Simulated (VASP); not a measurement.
# Ga3SbN2 (P6/mmm) in VASP: single point with PBE

Aim: the single point of Ga3SbN2 with PBE.

Program: VASP 6.6.1. These are calculated values, not measurements. Logs are shortened: lines on timing, memory, paths and dates and some standing lists are left out, and cuts for length are marked.

## (1) The cell of the first run

Symmetry: P6/mmm, No. 191, hexagonal system. Conventional cell: a = 5.277 Å, b = 5.277 Å, c = 6.578 Å, α = 90.00°, β = 90.00°, γ = 120.00°. Ga (site symmetry mmm) has 4 Ga at 2.64 Å and 4 N at 2.96 Å within 3.5 Å. Within 2.6 Å of Sb (site symmetry 6/mmm) lie 2 N at 1.94 Å. Within 2.8 Å of N (site symmetry 6mm) lie 1 Sb at 1.94 Å and 1 N at 2.70 Å.

The cell was generated, and may not be a known phase.

## (2) Single point, PBE

Input file INCAR:

```
SYSTEM = Ga3SbN2
  PREC = Accurate
  ENCUT = 700
  EDIFF = 1E-6
  ISMEAR = 0
  SIGMA = 0.1
  LREAL = .False.
  LASPH = .True.
  NELM = 120
  ALGO = Normal
  ISIF = 2
  LWAVE = .False.
  LCHARG = .True.
  GGA = PE
  LELF = .True.
  LVHAR = .True.
  NBANDS = 41
  GGA_COMPAT = .False.
```

Input file KPOINTS:

```
regular mesh
0
Gamma
  6 6 4
  0 0 0
```

Input file POSCAR:

```
Ga3SbN2
1.0
    5.2772056700      0.0000000035      0.0000000000
   -2.6386028380      4.5701941694      0.0000000000
    0.0000000000      0.0000000000      6.5781789057
Ga Sb N
3 1 2
Direct
    0.5000000000      0.0000000000      0.0000000000
    0.0000000000      0.5000000000      0.0000000000
    0.5000000000      0.5000000000      0.0000000000
    0.0000000000      0.0000000000      0.5000000000
    0.0000000000      0.0000000000      0.2053634125
    0.0000000000      0.0000000000      0.7946365875
```

Potentials or basis: VASP PAW PBE potentials, release 64 (Ga_d, Sb_d_GW, N).

Started as:

```sh
> cat potpaw_PBE.64/Ga_d/POTCAR potpaw_PBE.64/Sb_d_GW/POTCAR potpaw_PBE.64/N/POTCAR > POTCAR
> mpirun -np 1 vasp_std > vasp.out
```

OUTCAR:

```text
SYSTEM = Ga3SbN2
   PREC = Accurate
   ENCUT = 700
   EDIFF = 1E-6
   ISMEAR = 0
   LREAL = .False.
   LASPH = .True.
   NELM = 120
   ISIF = 2
   GGA = PE

 ion  position               nearest neighbor table
   1  0.500  0.000  0.000-   3 2.64   3 2.64   2 2.64   2 2.64
   2  0.000  0.500  0.000-   1 2.64   1 2.64   3 2.64   3 2.64
   3  0.500  0.500  0.000-   1 2.64   1 2.64   2 2.64   2 2.64
   4  0.000  0.000  0.500-   5 1.94   6 1.94
   5  0.000  0.000  0.205-   4 1.94
   6  0.000  0.000  0.795-   4 1.94

  LATTYP: Found a hexagonal cell.
 ALAT       =     5.2772056700
 C/A-ratio  =     1.2465269154

  Lattice vectors:

 A1 = (   5.2772056700,   0.0000000035,   0.0000000000)
 A2 = (  -2.6386028380,   4.5701941694,   0.0000000000)
 A3 = (   0.0000000000,   0.0000000000,   6.5781789057)

Analysis of symmetry for initial positions (statically):
=====================================================================
 Subroutine PRICEL returns:
 Original cell was already a primitive cell.

 Routine SETGRP: Setting up the symmetry group for a
 hexagonal supercell.

 Subroutine GETGRP returns: Found 24 space group operations
 (whereof 24 operations were pure point group operations)
 out of a pool of 24 trial point group operations.

The static configuration has the point symmetry D_6h.

Analysis of symmetry for dynamics (positions and initial velocities):
=====================================================================
 Subroutine PRICEL returns:
 Original cell was already a primitive cell.

 Routine SETGRP: Setting up the symmetry group for a
 hexagonal supercell.

 Subroutine GETGRP returns: Found 24 space group operations
 (whereof 24 operations were pure point group operations)
 out of a pool of 24 trial point group operations.

The dynamic configuration has the point symmetry D_6h.

 Subroutine INISYM returns: Found 24 space group operations
 (whereof 24 operations are pure point group operations),
 and found     1 'primitive' translations

----------------------------------------------------------------------------------------

                                     Primitive cell

  volume of cell :     158.6516

  direct lattice vectors                    reciprocal lattice vectors
     5.277205670  0.000000003  0.000000000     0.189494225  0.109404542  0.000000000
    -2.638602838  4.570194169  0.000000000    -0.000000000  0.218809084  0.000000000
     0.000000000  0.000000000  6.578178906     0.000000000  0.000000000  0.152017757

  length of vectors
     5.277205670  5.277205670  6.578178906     0.218809084  0.218809084  0.152017757

  position of ions in fractional coordinates (direct lattice)
     0.500000000  0.000000000  0.000000000
     0.000000000  0.500000000  0.000000000
     0.500000000  0.500000000  0.000000000
     0.000000000  0.000000000  0.500000000
     0.000000000  0.000000000  0.205363412
     0.000000000  0.000000000  0.794636588

  ion indices of the primitive-cell ions
   primitive index   ion index
                 1           1
                 2           2
                 3           3
                 4           4
                 5           5
                 6           6

----------------------------------------------------------------------------------------

 KPOINTS: regular mesh

Automatic generation of k-mesh.
 Grid dimensions read from file:
 generate k-points for:    6    6    4

 Generating k-lattice:

  Cartesian coordinates                     Fractional coordinates (reciprocal lattice)
     0.031582371  0.018234090  0.000000000     0.166666667  0.000000000  0.000000000
    -0.000000000  0.036468181  0.000000000     0.000000000  0.166666667  0.000000000
     0.000000000  0.000000000  0.038004439     0.000000000  0.000000000  0.250000000

  Length of vectors
     0.036468181  0.036468181  0.038004439

  Shift w.r.t. Gamma in fractional coordinates (k-lattice)
     0.000000000  0.000000000  0.000000000

 Subroutine IBZKPT returns following result:
 ===========================================

 Found     21 irreducible k-points:

 Following reciprocal coordinates:
            Coordinates               Weight
  0.000000  0.000000  0.000000      1.000000
  0.166667  0.000000  0.000000      6.000000
  0.333333  0.000000  0.000000      6.000000
  0.500000  0.000000  0.000000      3.000000
  0.166667  0.166667  0.000000      6.000000
  0.333333  0.166667  0.000000     12.000000
[... 13 lines left out ...]
  0.333333  0.166667  0.500000     12.000000
  0.333333  0.333333  0.500000      2.000000
   k-points           NKPTS =     21   k-points in BZ     NKDIM =     21   number of bands    NBANDS=     41
   number of dos      NEDOS =    301   number of ions     NIONS =      6
   total plane-waves  NPLWV = 138240
   dimension x,y,z NGX =    48 NGY =   48 NGZ =   60
   dimension x,y,z NGXF=    96 NGYF=   96 NGZF=  120
   ions per type =               3   1   2
   NGX,Y,Z   is equivalent  to a cutoff of  15.12, 15.12, 15.16 a.u.
   NGXF,Y,Z  is equivalent  to a cutoff of  30.24, 30.24, 30.33 a.u.
 SYSTEM =  Ga3SbN2
   PREC   = accura    normal or accurate (medium, high low for compatibility)
   ISTART =      0    job   : 0-new  1-cont  2-samecut
   ICHARG =      2    charge: 1-file 2-atom 10-const
   ISPIN  =      1    spin polarized calculation?
   LNONCOLLINEAR =      F non collinear calculations
   LSORBIT =      F    spin-orbit coupling
   LASPH  =      T    aspherical Exc in radial PAW
   ENCUT  =  700.0 eV  51.45 Ry    7.17 a.u.  11.38 11.38 14.19*2*pi/ulx,y,z
   NELM   =    120;   NELMIN=  2; NELMDL= -5     # of ELM steps
   EDIFF  = 0.1E-05   stopping-criterion for ELM
   LREAL  =      F    real-space projection
[... 7 lines left out ...]
   TEBEG  =    0.0;   TEEND  =   0.0 temperature during run
   PSTRESS=    0.0 pullay stress
   NELECT =      64.0000    total number of electrons
   NUPDOWN=      -1.0000    fix difference up-down
   EMIN   =  10.00;   EMAX   =-10.00  energy-range for DOS
   EFERMI =   0.00;   METHOD = LEGACY
   ISMEAR =     0;   SIGMA  =   0.10  broadening in eV -4-tet -1-fermi 0-gaus
   EFERMI_NEDOS =   21; number of points for ismear=-14 and -15
   IALGO  =     38    algorithm
   IMIX   =      4    mixing-type and parameters
     AMIX     =   0.40;   BMIX     =  1.00
     AMIX_MAG =   1.60;   BMIX_MAG =  1.00
  volume/ion in A,a.u.               =      26.44       178.44
  Fermi-wavevector in a.u.,A,eV,Ry     =   1.209632  2.285874 19.908184  1.463210
  Thomas-Fermi vector in A             =   2.345204
   LORBIT       =      0    0 simple, 1 ext, 2 COOP (PROOUT), +10 PAW based schemes
   GGA     = PE    functional components
   LHFCALC =     F    Hartree Fock is set to
   AEXX    =    0.0000 exact exchange contribution
   IVDW    =     0    specifies the selected vdW correction
   LEPSILON=     F    determine dielectric tensor
   LRPA    =     F    only Hartree local field effects (RPA)
 non-spin polarized calculation
 Gauss-broadening in eV      SIGMA  =   0.10
  energy-cutoff  :      700.00
  volume of cell :      158.65
 maximum number of plane-waves:      6748
 NGX is ok and might be reduce to    48
   NGX = 23   NGY = 23   NGZ = 29

 number of electron      63.9999972 magnetization

 Free energy of the ion-electron system (eV)
  ---------------------------------------------------
  ext. energy  EPLUGINS =         0.00000000
  ---------------------------------------------------
  free energy    TOTEN  =       -22.31936152 eV

  energy without entropy =      -22.31113391  energy(sigma->0) =      -22.31524772

 E-fermi :   2.2705     XC(G=0):  -8.3233

 val. band max:        2.2535807113   @ k =   0.5000   0.0000   0.5000
 cond. band min:       2.3156982542   @ k =   0.0000   0.0000   0.0000
 fundamental gap:      0.0621175429
 Fermi energy:         2.2705315896

 k-point     1 :       0.0000    0.0000    0.0000
  band No.  band energies     occupation
      1     -27.7048      2.00000
      2     -27.7045      2.00000
      3     -27.7045      2.00000
      4     -27.5130      2.00000
      5     -27.5130      2.00000
      6     -13.2823      2.00000
[... 33 lines left out ...]
     40       6.1333      0.00000
     41       6.1337      0.00000

 k-point     2 :       0.1667    0.0000    0.0000
  band No.  band energies     occupation
      1     -27.7048      2.00000
      2     -27.7045      2.00000
      3     -27.7045      2.00000
      4     -27.5130      2.00000
      5     -27.5130      2.00000
      6     -13.2490      2.00000
[... 33 lines left out ...]
     40       6.2440      0.00000
     41       6.2953      0.00000

 k-point     3 :       0.3333    0.0000    0.0000
  band No.  band energies     occupation
      1     -27.7048      2.00000
      2     -27.7045      2.00000
      3     -27.7044      2.00000
      4     -27.5131      2.00000
      5     -27.5130      2.00000
      6     -13.1850      2.00000
[... 33 lines left out ...]
     40       6.5972      0.00000
     41       6.6334      0.00000

 k-point     4 :       0.5000    0.0000    0.0000
  band No.  band energies     occupation
      1     -27.7048      2.00000
      2     -27.7045      2.00000
      3     -27.7043      2.00000
      4     -27.5131      2.00000
      5     -27.5130      2.00000
      6     -13.1653      2.00000
[... 693 lines left out ...]
     40       6.1361      0.00000
     41       7.8430      0.00000

 k-point    20 :       0.3333    0.1667    0.5000
  band No.  band energies     occupation
      1     -27.7047      2.00000
      2     -27.7045      2.00000
      3     -27.7044      2.00000
      4     -27.5131      2.00000
      5     -27.5130      2.00000
      6     -13.1338      2.00000
[... 33 lines left out ...]
     40       7.1733      0.00000
     41       7.8444      0.00000

 k-point    21 :       0.3333    0.3333    0.5000
  band No.  band energies     occupation
      1     -27.7046      2.00000
      2     -27.7044      2.00000
      3     -27.7044      2.00000
      4     -27.5131      2.00000
      5     -27.5131      2.00000
      6     -13.0563      2.00000
[... 33 lines left out ...]
     40       6.6342      0.00000
     41       8.6310      0.00000

------------------------ aborting loop because EDIFF is reached ----------------------------------------

  FORCE on cell =-STRESS in cart. coord.  units (eV):
  Direction    XX          YY          ZZ          XY          YZ          ZX
  --------------------------------------------------------------------------------------
  -------------------------------------------------------------------------------------
  Total        0.2128118      0.2128118      0.1234513      0.0000000     -0.0000000     -0.0000000
  in kB        2.1491264      2.1491264      1.2467002      0.0000000     -0.0000000     -0.0000000
  external PRESSURE =       1.8483176 kB  Pullay stress =       0.0000000 kB

 VOLUME and BASIS-vectors are now :
 -----------------------------------------------------------------------------
  energy-cutoff  :      700.00
  volume of cell :      158.65
      direct lattice vectors                 reciprocal lattice vectors
     5.277205670  0.000000003  0.000000000     0.189494225  0.109404542  0.000000000
    -2.638602838  4.570194169  0.000000000    -0.000000000  0.218809084  0.000000000
     0.000000000  0.000000000  6.578178906     0.000000000  0.000000000  0.152017757

 POSITION                                       TOTAL-FORCE (eV/Angst)
 -----------------------------------------------------------------------------------
      2.63860      0.00000      0.00000        -0.000000      0.000000     -0.000000
     -1.31930      2.28510      0.00000        -0.000000      0.000000     -0.000000
      1.31930      2.28510      0.00000        -0.000000      0.000000     -0.000000
      0.00000      0.00000      3.28909        -0.000000      0.000000     -0.000000
      0.00000      0.00000      1.35092        -0.000000     -0.000000     -0.062100
      0.00000      0.00000      5.22726         0.000000      0.000000      0.062100
 -----------------------------------------------------------------------------------
    total drift:                               -0.000000      0.000000      0.000000

  FREE ENERGIE OF THE ION-ELECTRON SYSTEM (eV)
  ---------------------------------------------------
  free  energy   TOTEN  =       -22.3193615235 eV

  energy  without entropy=      -22.3111339089  energy(sigma->0) =      -22.31524772
```

It took 2.1 min on 1 thread of Intel Xeon 6975P-C (Granite Rapids), shared host; peak memory 0.48 GiB.

What came out:

| Quantity | Value |
| --- | --- |
| Free energy | -22.3194 eV |
| Pressure | 0.2 GPa |
| Largest force | 0.062 eV/Å |
| Band gap on the k mesh | zero (bands 32 and 33 overlap by 2.33 eV) |

Forces on the atoms (eV/Å):
```
Ga   0.000  0.000  0.000
Ga   0.000  0.000  0.000
Ga   0.000  0.000  0.000
Sb   0.000  0.000  0.000
N    0.000  0.000 -0.062
N    0.000  0.000  0.062
```

Caveat: spin-orbit coupling is left out, which moves the levels of the heavy elements.

The gap in the log of VASP goes by the Fermi energy; the results here count the filled bands.